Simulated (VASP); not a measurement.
KBaCeBiO6:

```
Ba Bi Ce K O
1.0
     0.00000    4.33913    4.33913
     4.33913    0.00000    4.33913
     4.33913    4.33913    0.00000
Ba Bi Ce K O
1 1 1 1 6
Cartesian
  6.5087 6.5087 6.5087
  0.0000 0.0000 0.0000
  4.3391 4.3391 4.3391
  2.1696 2.1696 2.1696
  2.0982 4.3391 4.3391
  6.5801 4.3391 4.3391
  4.3391 2.0982 4.3391
  4.3391 6.5801 4.3391
  4.3391 4.3391 2.0982
  4.3391 4.3391 6.5801
```

```yaml
Program: VASP 6.6.1
Task: relaxation of cell and atoms
Functional: PBE
Potentials_or_basis: VASP PAW PBE potentials, release 64 (Ba_sv, Bi_d, Ce, K_sv, O)
Cutoff: 600 eV
k_mesh: 6 × 6 × 6
Occupations: gaussian, width 0.02 eV
Spin: no spin polarisation
Hubbard_terms: Ce f U = 5.0 eV, O p U = 5.5 eV
```

At the start: pressure 1.7 GPa; volume 16.34 Å³/atom.

**Question.** Where does the relaxation end?

**Answer.** Over 7 steps the energy falls by 3.4 meV/atom and the volume is 16.59 Å³/atom (+1.5 %); space group F-43m (No. 216, to 0.1 Å) before and after.

The path:
```
step  energy change (eV)  largest force (eV/Å)  pressure (GPa)  volume (Å³)
   1              0.0000                0.4401            1.66       163.39
   2             -0.0269                0.1213           -0.97       167.42
   3             -0.0332                0.0387           -0.21       166.18
   4             -0.0332                0.0461           -0.17       166.12
   5             -0.0334                0.0110            0.12       165.70
   6             -0.0335                0.0068            0.03       165.83
   7             -0.0335                0.0014           -0.01       165.89
```

Final structure:
```
Ba Bi Ce K O
1.0
     0.00000    4.36110    4.36110
     4.36110    0.00000    4.36110
     4.36110    4.36110    0.00000
Ba Bi Ce K O
1 1 1 1 6
Direct
  0.75000 0.75000 0.75000
  0.00000 0.00000 0.00000
  0.50000 0.50000 0.50000
  0.25000 0.25000 0.25000
  0.75636 0.24363 0.24363
  0.24363 0.75636 0.75636
  0.24363 0.75636 0.24363
  0.75636 0.24363 0.75636
  0.24363 0.24363 0.75636
  0.75636 0.75636 0.24363
```
